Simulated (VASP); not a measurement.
# Te (P6/mmm) in VASP: relaxation of cell and atoms with PBE

Aim: the relaxation of cell and atoms of Te with PBE.

All numbers are computed with VASP 6.6.1; they aren't measurements. Logs are shortened: lines on timing, memory, paths and dates and some standing lists are left out, and cuts for length are marked.

**1. The cell of the first run**

It takes space group P6/mmm (No. 191, hexagonal). Conventional cell: a = 3.367 Å, b = 3.367 Å, c = 3.135 Å, α = 90.00°, β = 90.00°, γ = 120.00°. Within 4.1 Å of Te (site symmetry 6/mmm) lie 8 Te at 3.13 to 3.37 Å.

This isn't the form of Te at room conditions, which is trigonal, of chains.

**2. Relaxation of cell and atoms, PBE**

INCAR

```
SYSTEM = Te
PREC = Accurate ; ENCUT = 600
EDIFF = 1E-6 ; ISMEAR = 0
SIGMA = 0.1 ; LREAL = .FALSE.
LASPH = .TRUE. ; NELM = 60
ALGO = Normal ; ISIF = 3
LWAVE = .FALSE. ; LCHARG = .FALSE.
GGA = PE ; IBRION = 2
NSW = 100 ; EDIFFG = -0.01
```

KPOINTS

```
Automatic mesh
0
G
  18 18 18
  0 0 0
```

POSCAR

```
Te
1.0
    3.3667025255      0.0000000000      0.0000000000
   -1.6833512628      2.9156499141      0.0000000000
    0.0000000000      0.0000000000      3.1347923504
Te
1
Direct
    0.0000000000      0.0000000000      0.0000000000
```

Potentials or basis: VASP PAW PBE potentials, release 64 (Te).

On the command line:

```sh
$ cat potpaw_PBE.64/Te/POTCAR > POTCAR
$ mpirun -np 1 vasp_std > vasp.out
```

OUTCAR:

```text
SYSTEM = Te
   PREC = Accurate
   ENCUT = 600
   EDIFF = 1E-6
   ISMEAR = 0
   LREAL = .FALSE.
   LASPH = .TRUE.
   NELM = 60
   ISIF = 3
   GGA = PE
   IBRION = 2
   NSW = 100
   EDIFFG = -0.01

 ion  position               nearest neighbor table
   1  0.000  0.000  0.000-

  LATTYP: Found a hexagonal cell.
 ALAT       =     3.3667025255
 C/A-ratio  =     0.9311165233

  Lattice vectors:

 A1 = (   3.3667025255,   0.0000000000,   0.0000000000)
 A2 = (  -1.6833512628,   2.9156499141,   0.0000000000)
 A3 = (   0.0000000000,   0.0000000000,   3.1347923504)

Analysis of symmetry for initial positions (statically):
=====================================================================
 Subroutine PRICEL returns:
 Original cell was already a primitive cell.

 Routine SETGRP: Setting up the symmetry group for a
 hexagonal supercell.

 Subroutine GETGRP returns: Found 24 space group operations
 (whereof 24 operations were pure point group operations)
 out of a pool of 24 trial point group operations.

The static configuration has the point symmetry D_6h.

Analysis of symmetry for dynamics (positions and initial velocities):
=====================================================================
 Subroutine PRICEL returns:
 Original cell was already a primitive cell.

 Routine SETGRP: Setting up the symmetry group for a
 hexagonal supercell.

 Subroutine GETGRP returns: Found 24 space group operations
 (whereof 24 operations were pure point group operations)
 out of a pool of 24 trial point group operations.

The dynamic configuration has the point symmetry D_6h.

 Subroutine INISYM returns: Found 24 space group operations
 (whereof 24 operations are pure point group operations),
 and found     1 'primitive' translations

----------------------------------------------------------------------------------------

                                     Primitive cell

  volume of cell :      30.7715

  direct lattice vectors                    reciprocal lattice vectors
     3.366702526  0.000000000  0.000000000     0.297026539  0.171488352  0.000000000
    -1.683351263  2.915649914  0.000000000     0.000000000  0.342976705  0.000000000
     0.000000000  0.000000000  3.134792350     0.000000000  0.000000000  0.319000396

  length of vectors
     3.366702526  3.366702526  3.134792350     0.342976705  0.342976705  0.319000396

  position of ions in fractional coordinates (direct lattice)
     0.000000000  0.000000000  0.000000000

[... 84 lines left out ...]
   TEBEG  =    0.0;   TEEND  =   0.0 temperature during run
   PSTRESS=    0.0 pullay stress
   NELECT =       6.0000    total number of electrons
   NUPDOWN=      -1.0000    fix difference up-down
   EMIN   =  10.00;   EMAX   =-10.00  energy-range for DOS
   EFERMI =   0.00;   METHOD = LEGACY
   ISMEAR =     0;   SIGMA  =   0.10  broadening in eV -4-tet -1-fermi 0-gaus
   EFERMI_NEDOS =   21; number of points for ismear=-14 and -15
   IALGO  =     38    algorithm
   IMIX   =      4    mixing-type and parameters
     AMIX     =   0.40;   BMIX     =  1.00
     AMIX_MAG =   1.60;   BMIX_MAG =  1.00
  volume/ion in A,a.u.               =      30.77       207.66
  Fermi-wavevector in a.u.,A,eV,Ry     =   0.949312  1.793939 12.261478  0.901193
  Thomas-Fermi vector in A             =   2.077583
   LORBIT       =      0    0 simple, 1 ext, 2 COOP (PROOUT), +10 PAW based schemes
   GGA     = PE    functional components
   LHFCALC =     F    Hartree Fock is set to
   AEXX    =    0.0000 exact exchange contribution
   IVDW    =     0    specifies the selected vdW correction
   LEPSILON=     F    determine dielectric tensor
   LRPA    =     F    only Hartree local field effects (RPA)
 conjugate gradient relaxation of ions
 non-spin polarized calculation
 Gauss-broadening in eV      SIGMA  =   0.10
  energy-cutoff  :      600.00
  volume of cell :       30.77
 maximum number of plane-waves:      1056
 NGX is ok and might be reduce to    28
   NGX = 13   NGY = 13   NGZ = 13

--------------------------------------- Ionic step        1  -------------------------------------------

 number of electron       6.0000000 magnetization

 Free energy of the ion-electron system (eV)
  ---------------------------------------------------
  ext. energy  EPLUGINS =         0.00000000
  ---------------------------------------------------
  free energy    TOTEN  =        -2.92487016 eV

  energy without entropy =       -2.92133606  energy(sigma->0) =       -2.92310311

------------------------ aborting loop because EDIFF is reached ----------------------------------------

  FORCE on cell =-STRESS in cart. coord.  units (eV):
  Direction    XX          YY          ZZ          XY          YZ          ZX
  --------------------------------------------------------------------------------------
  -------------------------------------------------------------------------------------
  Total        0.1643900      0.1643900     -0.0881655     -0.0000000      0.0000000      0.0000000
  in kB        8.5592777      8.5592777     -4.5905050     -0.0000000      0.0000000      0.0000000
  external PRESSURE =       4.1760168 kB  Pullay stress =       0.0000000 kB
[... 162 lines left out ...]
--------------------------------------- Ionic step        6  -------------------------------------------

 number of electron       6.0000000 magnetization

 Free energy of the ion-electron system (eV)
  ---------------------------------------------------
  ext. energy  EPLUGINS =         0.00000000
  ---------------------------------------------------
  free energy    TOTEN  =        -2.92693107 eV

  energy without entropy =       -2.92320350  energy(sigma->0) =       -2.92506729

 E-fermi :   6.8441     XC(G=0):  -9.5892

 val. band max:        6.8409666881   @ k =   0.2778   0.1667   0.5000
 cond. band min:       6.8645776107   @ k =   0.2778   0.0556   0.0556
 fundamental gap:      0.0236109226
 Fermi energy:         6.8440935308

 k-point     1 :       0.0000    0.0000    0.0000
  band No.  band energies     occupation
      1      -6.7446      2.00000
      2       8.6561      0.00000
      3       8.6561      0.00000
      4       8.7708      0.00000
      5      13.2930      0.00000
      6      14.4013      0.00000
      7      15.9340      0.00000
[... 221 lines left out ...]
 k-point    24 :       0.3889    0.1111    0.0000
  band No.  band energies     occupation
      1      -4.6011      2.00000
      2       1.4603      2.00000
      3       5.5613      2.00000
      4      10.4812      0.00000
      5      13.0185      0.00000
      6      16.4203      0.00000
      7      18.6258      0.00000

 [... further k-points ...]
[... 5 lines left out ...]
  --------------------------------------------------------------------------------------
  -------------------------------------------------------------------------------------
  Total       -0.0039969     -0.0039969      0.0008468      0.0000000      0.0000000      0.0000000
  in kB       -0.2059123     -0.2059123      0.0436236      0.0000000      0.0000000      0.0000000
  external PRESSURE =      -0.1227337 kB  Pullay stress =       0.0000000 kB
[... 16 lines left out ...]
  FREE ENERGIE OF THE ION-ELECTRON SYSTEM (eV)
  ---------------------------------------------------
  free  energy   TOTEN  =        -2.9269310740 eV

  energy  without entropy=       -2.9232034962  energy(sigma->0) =       -2.92506729

 reached required accuracy - stopping structural energy minimisation
```

CONTCAR:

```text
Te
   1.00000000000000
     3.4001344289669455   -0.0000000000005723    0.0000000000000000
    -1.7000672145344649    2.9446027918004756    0.0000000000000001
    -0.0000000000000000    0.0000000000000000    3.1062047521798037
  Te
     1
Direct
     1.0000000000000000    0.0000000000000000    0.0000000000000000

  0.00000000E+00  0.00000000E+00  0.00000000E+00
```

Run time: 5 min. Hardware: 1 thread of AMD EPYC 7R43 (Zen 3), shared host; peak memory 0.21 GiB.

Results:

* Free energy: -2.9269 eV
* Relaxed volume: 31.10 Å³/atom
* Relaxed cell: a = 3.400 Å, b = 3.400 Å, c = 3.106 Å, α = 90.00°, β = 90.00°, γ = 120.00°
* Space group after relaxing (to 0.1 Å): P6/mmm (No. 191)
* Energy gained by relaxing: 2.1 meV/atom
* Ionic steps: 6
* Pressure after relaxing: 0.0 GPa
* Band gap on the k mesh: zero (bands 3 and 4 overlap by 6.21 eV)

The path:
| step | energy change (eV) | largest force (eV/Å) | pressure (GPa) | volume (Å³) |
| --- | --- | --- | --- | --- |
| 1 | 0.0000 | 0.0000 | 0.42 | 30.77 |
| 2 | -0.0018 | 0.0000 | -0.11 | 31.13 |
| 3 | -0.0019 | 0.0000 | -0.20 | 31.19 |
| 4 | -0.0019 | 0.0000 | -0.23 | 31.22 |
| 5 | -0.0020 | 0.0000 | 0.07 | 31.06 |
| 6 | -0.0021 | 0.0000 | -0.01 | 31.10 |

Final structure:
```cif
data_structure
_symmetry_space_group_name_H-M 'P 1'
_symmetry_Int_Tables_number 1
_cell_length_a 3.4001
_cell_length_b 3.4001
_cell_length_c 3.1062
_cell_angle_alpha 90.000
_cell_angle_beta 90.000
_cell_angle_gamma 120.000
_cell_volume 31.10
loop_
_atom_site_label
_atom_site_type_symbol
_atom_site_fract_x
_atom_site_fract_y
_atom_site_fract_z
_atom_site_occupancy
Te1 Te 0.00000 0.00000 0.00000 1
```

Caveat: spin-orbit coupling is left out, which moves the levels of the heavy elements.

The gap in the log of VASP goes by the Fermi energy; the results here count the filled bands.